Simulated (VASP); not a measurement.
# BN (P6_3mc) in VASP: vibrations by perturbation theory with LDA

Aim: the vibrations by perturbation theory of BN with LDA.

All numbers are computed with VASP 6.6.1; they aren't measurements. Logs are shortened: lines on timing, memory, paths and dates and some standing lists are left out, and cuts for length are marked.

## 1. The cell of the first run

Symmetry: P6_3mc, No. 186, hexagonal system. The conventional cell has a = 2.523 Å, b = 2.523 Å, c = 4.174 Å, α = 90.00°, β = 90.00°, γ = 120.00°. B (site symmetry 3m) has 4 N at 1.55 to 1.56 Å within 2.1 Å. Within 2.1 Å of N (site symmetry 3m) lie 4 B at 1.55 to 1.56 Å.

## 2. Vibrations by perturbation theory, LDA

Contents of INCAR:

```
PREC = Accurate ; ENCUT = 520
EDIFF = 1E-8 ; ISMEAR = 0
SIGMA = 0.01 ; LREAL = F
LASPH = T ; NELM = 80
ALGO = Normal ; ISIF = 2
LWAVE = F ; LCHARG = F
NBANDS = 16 ; IBRION = 8
NSW = 1 ; LEPSILON = T
```

Contents of KPOINTS:

```
Automatic mesh
0
Gamma
  12 12 6
```

Contents of POSCAR:

```
BN
1.0
    2.5227811272      0.0000000000      0.0000000000
   -1.2613905636      2.1847925443      0.0000000000
    0.0000000000      0.0000000000      4.1744585341
B N
2 2
Direct
    0.6666666667      0.3333333333      0.9997126114
    0.3333333333      0.6666666667      0.4997126114
    0.6666666667      0.3333333333      0.6252873886
    0.3333333333      0.6666666667      0.1252873886
```

Potentials or basis: VASP PAW LDA potentials, release 64 (B, N).

Started as:

```console
> cat potpaw_LDA.64/B/POTCAR potpaw_LDA.64/N/POTCAR > POTCAR
> mpirun -np 1 vasp_std > vasp.out
```

OUTCAR:

```text
PREC = Accurate
   ENCUT = 520
   EDIFF = 1E-8
   ISMEAR = 0
   LREAL = F
   LASPH = T
   NELM = 80
   ISIF = 2
   IBRION = 8
   NSW = 1
   LEPSILON = T

 ion  position               nearest neighbor table
   1  0.667  0.333  1.000-   4 1.55   4 1.55   4 1.55   3 1.56
   2  0.333  0.667  0.500-   3 1.55   3 1.55   3 1.55   4 1.56
   3  0.667  0.333  0.625-   2 1.55   2 1.55   2 1.55   1 1.56
   4  0.333  0.667  0.125-   1 1.55   1 1.55   1 1.55   2 1.56

  LATTYP: Found a hexagonal cell.
 ALAT       =     2.5227811272
 C/A-ratio  =     1.6547049956

  Lattice vectors:

 A1 = (   2.5227811272,   0.0000000000,   0.0000000000)
 A2 = (  -1.2613905636,   2.1847925443,   0.0000000000)
 A3 = (   0.0000000000,   0.0000000000,   4.1744585341)

Analysis of symmetry for initial positions (statically):
=====================================================================
 Subroutine PRICEL returns:
 Original cell was already a primitive cell.

 Routine SETGRP: Setting up the symmetry group for a
 hexagonal supercell.

 Subroutine GETGRP returns: Found 12 space group operations
 (whereof  6 operations were pure point group operations)
 out of a pool of 24 trial point group operations.

The static configuration has the point symmetry C_3v.
 The point group associated with its full space group is C_6v.

Analysis of symmetry for dynamics (positions and initial velocities):
=====================================================================
 Subroutine PRICEL returns:
 Original cell was already a primitive cell.

 Routine SETGRP: Setting up the symmetry group for a
 hexagonal supercell.

 Subroutine GETGRP returns: Found 12 space group operations
 (whereof  6 operations were pure point group operations)
 out of a pool of 24 trial point group operations.

The dynamic configuration has the point symmetry C_3v.
 The point group associated with its full space group is C_6v.

 Subroutine INISYM returns: Found 12 space group operations
 (whereof  6 operations are pure point group operations),
 and found     1 'primitive' translations

----------------------------------------------------------------------------------------

                                     Primitive cell

  volume of cell :      23.0086

  direct lattice vectors                    reciprocal lattice vectors
     2.522781127  0.000000000  0.000000000     0.396387934  0.228854681  0.000000000
    -1.261390564  2.184792544  0.000000000     0.000000000  0.457709361  0.000000000
     0.000000000  0.000000000  4.174458534     0.000000000  0.000000000  0.239552026

  length of vectors
     2.522781127  2.522781127  4.174458534     0.457709361  0.457709361  0.239552026

  position of ions in fractional coordinates (direct lattice)
     0.666666667  0.333333333  0.999712611
     0.333333333  0.666666667  0.499712611
     0.666666667  0.333333333  0.625287389
     0.333333333  0.666666667  0.125287389

  ion indices of the primitive-cell ions
[... 648 lines left out ...]
 -----------------------------------------------------------------------------
    -0.50949  0.00000  0.00000
     0.00000 -0.50949 -0.00000
    -0.00000 -0.00000  1.05094

[... ionic steps 4 to 9 ...]

--------------------------------------- Ionic step       10  -------------------------------------------

------------------------ aborting loop because EDIFF is reached ----------------------------------------

[... ionic steps 11 to 11 ...]

--------------------------------------- Ionic step       12  -------------------------------------------

 Free energy of the ion-electron system (eV)
  ---------------------------------------------------
  ---------------------------------------------------
  free energy    TOTEN  =        -0.25592315 eV

  energy without entropy =       -0.25592315

------------------------ aborting loop because EDIFF is reached ----------------------------------------

 INTERNAL STRAIN TENSOR  FOR ION    3  DIRECTION 3   (eV/Angst):
 -----------------------------------------------------------------------------
    -1.93803  0.00000  0.00000
    -0.00000 -1.93803 -0.00000
     0.00000  0.00000  1.50629

 MACROSCOPIC STATIC DIELECTRIC TENSOR (including local field effects in DFT)
 ------------------------------------------------------
           4.524500     0.000000     0.000000
           0.000000     4.524500     0.000000
           0.000000    -0.000000     4.678457
 ------------------------------------------------------

 PIEZOELECTRIC TENSOR (including local field effects)  for field in x, y, z        (e  Angst)
          XX          YY          ZZ          XY          YZ          ZX
  --------------------------------------------------------------------------------
  x     0.00000     0.00000     0.00000     0.00000     0.00000    -0.88604
  y     0.00000    -0.00000     0.00000     0.00000    -0.88604     0.00000
  z    -0.73167    -0.73167     1.50924     0.00000     0.00000     0.00000

 PIEZOELECTRIC TENSOR (including local field effects)  for field in x, y, z        (C/m^2)
          XX          YY          ZZ          XY          YZ          ZX
  --------------------------------------------------------------------------------
  x     0.00000     0.00000     0.00000     0.00000     0.00000    -0.61698
  y     0.00000    -0.00000     0.00000     0.00000    -0.61698     0.00000
  z    -0.50949    -0.50949     1.05094     0.00000     0.00000     0.00000

 BORN EFFECTIVE CHARGES (including local field effects) (in |e|, cummulative output)
 ---------------------------------------------------------------------------------
 ion    1
    1     1.80846     0.00000     0.00000
    2    -0.00000     1.80846    -0.00000
    3     0.00000     0.00000     1.90299
 ion    2
    1     1.80846     0.00000     0.00000
    2     0.00000     1.80846     0.00000
    3     0.00000     0.00000     1.90299
 ion    3
    1    -1.80846     0.00000     0.00000
    2    -0.00000    -1.80846     0.00000
    3     0.00000     0.00000    -1.90299
 ion    4
    1    -1.80846     0.00000     0.00000
    2     0.00000    -1.80846    -0.00000
    3     0.00000    -0.00000    -1.90299

 INTERNAL STRAIN TENSOR FOR ION    4 for displacements in x,y,z  (eV/Angst):
          X           Y           Z          XY          YZ          ZX
  --------------------------------------------------------------------------------
  x    -0.00000     0.00000     0.00000    -5.46163     0.00000    -3.17997
  y    -5.46163     5.46163     0.00000    -0.00000    -3.30854     0.00000
  z    -1.93803    -1.93803     1.50629     0.00000     0.00000     0.00000

 SECOND DERIVATIVES (NOT SYMMETRIZED)
 ------------------------------------
               1X          1Y          1Z          2X          2Y          2Z          3X          3Y          3Z          4X          4Y          4Z
  1X   -26.575180   -0.000000    0.000000    0.200980    0.000000    0.000000    4.882942    0.000000    0.000000   21.491258    0.000000    0.000000
  1Y     0.000000  -26.575180    0.000000    0.000000    0.200980    0.000000    0.000000    4.882942    0.000000   -0.000000   21.491258    0.000000
  1Z    -0.000000   -0.000000  -36.736817    0.000000    0.000000   11.970396    0.000000   -0.000000    9.540641    0.000000    0.000000   15.225780
  2X     0.200980    0.000000    0.000000  -26.575180    0.000000    0.000000   21.491258    0.000000    0.000000    4.882942   -0.000000    0.000000
  2Y    -0.000000    0.200980    0.000000    0.000000  -26.575180    0.000000    0.000000   21.491258   -0.000000    0.000000    4.882942   -0.000000
  2Z     0.000000    0.000000   11.970396    0.000000    0.000000  -36.736817    0.000000   -0.000000   15.225780    0.000000    0.000000    9.540641
  3X     4.880458    0.000000    0.000000   21.494018    0.000000    0.000000  -26.777908    0.000000    0.000000    0.403432    0.000000   -0.000000
  3Y     0.000000    4.880458    0.000000   -0.000000   21.494018    0.000000   -0.000000  -26.777908    0.000000   -0.000000    0.403432    0.000000
  3Z     0.000000   -0.000000    9.489596    0.000000   -0.000000   15.283983    0.000000    0.000000  -39.266504    0.000000    0.000000   14.492925
  4X    21.494018    0.000000    0.000000    4.880458    0.000000    0.000000    0.403432    0.000000    0.000000  -26.777908   -0.000000    0.000000
  4Y     0.000000   21.494018   -0.000000    0.000000    4.880458    0.000000   -0.000000    0.403432    0.000000   -0.000000  -26.777908   -0.000000
  4Z     0.000000    0.000000   15.283983    0.000000    0.000000    9.489596    0.000000    0.000000   14.492925    0.000000    0.000000  -39.266504

 Eigenvectors and eigenvalues of the dynamical matrix
 ----------------------------------------------------

   1 f  =   34.056194 THz   213.981378 2PiTHz 1135.992356 cm-1   140.845038 meV
             X         Y         Z           dx          dy          dz
      1.261391  0.728264  4.173259    -0.000000   -0.000000    0.628642
     -0.000000  1.456528  2.086030    -0.000000   -0.000000   -0.628642
      1.261391  0.728264  2.610236     0.000000    0.000000    0.323742
     -0.000000  1.456528  0.523007     0.000000    0.000000   -0.323742
[... 71 lines left out ...]
  12 f/i=    0.002257 THz     0.014180 2PiTHz    0.075280 cm-1     0.009334 meV
             X         Y         Z           dx          dy          dz
      1.261391  0.728264  4.173259    -0.000000   -0.000000   -0.466791
     -0.000000  1.456528  2.086030    -0.000000   -0.000000   -0.466791
      1.261391  0.728264  2.610236    -0.000000   -0.000000   -0.531137
     -0.000000  1.456528  0.523007    -0.000000   -0.000000   -0.531137

--------------------------------------------------------------------------------------------------------

 MACROSCOPIC STATIC DIELECTRIC TENSOR IONIC CONTRIBUTION
 ------------------------------------------------------
           1.950473    -0.000000    -0.000000
          -0.000000     1.950473     0.000000
          -0.000000     0.000000     2.299604
 ------------------------------------------------------

 ELASTIC MODULI CONTR FROM IONIC RELAXATION (kBar)
 Direction    XX          YY          ZZ          XY          YZ          ZX
 --------------------------------------------------------------------------------
 XX        -174.4040    131.6946     16.7439     -0.0000     -0.0000     -0.0000
 YY         131.6946   -174.4040     16.7439      0.0000     -0.0000      0.0000
 ZZ          16.7439     16.7439    -13.1286     -0.0000      0.0000     -0.0000
 XY          -0.0000      0.0000     -0.0000   -153.0493     -0.0000      0.0000
 YZ          -0.0000     -0.0000      0.0000     -0.0000    -57.3391      0.0000
 ZX          -0.0000      0.0000     -0.0000      0.0000      0.0000    -50.0368
 --------------------------------------------------------------------------------

 PIEZOELECTRIC TENSOR IONIC CONTR  for field in x, y, z        (C/m^2)
          XX          YY          ZZ          XY          YZ          ZX
  --------------------------------------------------------------------------------
  x     0.00000    -0.00000     0.00000    -0.00000    -0.00000     0.29396
  y     0.00000    -0.00000    -0.00000     0.00000     0.31468    -0.00000
  z     0.20852     0.20852    -0.16350    -0.00000     0.00000    -0.00000
```

Wall time 3.9 min (1 thread of Intel Xeon 6975P-C (Granite Rapids), shared host); peak memory 0.42 GiB.

Results:

| Property | Result |
| --- | --- |
| Electronic dielectric tensor (diagonal) | 4.52, 4.52, 4.68 |
| Born charges (mean of the diagonal) | B +1.84; N -1.84 e |
| Highest phonon frequency at Γ, LO-TO splitting left out | 1136 cm⁻¹ |

Phonon frequencies in cm⁻¹ (negative: imaginary):
```
              q point                                    frequencies
(0.000, 0.000, 0.000)  0 0 0 476 476 987 987 989 1051 1084 1084 1136
```

Electronic dielectric tensor:
```
4.52 0.00 0.00
0.00 4.52 0.00
0.00 0.00 4.68
```

Born effective charge tensors (e):
atom 1, B
```
1.81 0.00 0.00
0.00 1.81 0.00
0.00 0.00 1.90
```
atom 2, B
```
1.81 0.00 0.00
0.00 1.81 0.00
0.00 0.00 1.90
```
atom 3, N
```
-1.81  0.00  0.00
 0.00 -1.81  0.00
 0.00  0.00 -1.90
```
atom 4, N
```
-1.81  0.00  0.00
 0.00 -1.81  0.00
 0.00  0.00 -1.90
```

Caveat: the cell stands under pressure or tension, which shifts response properties.
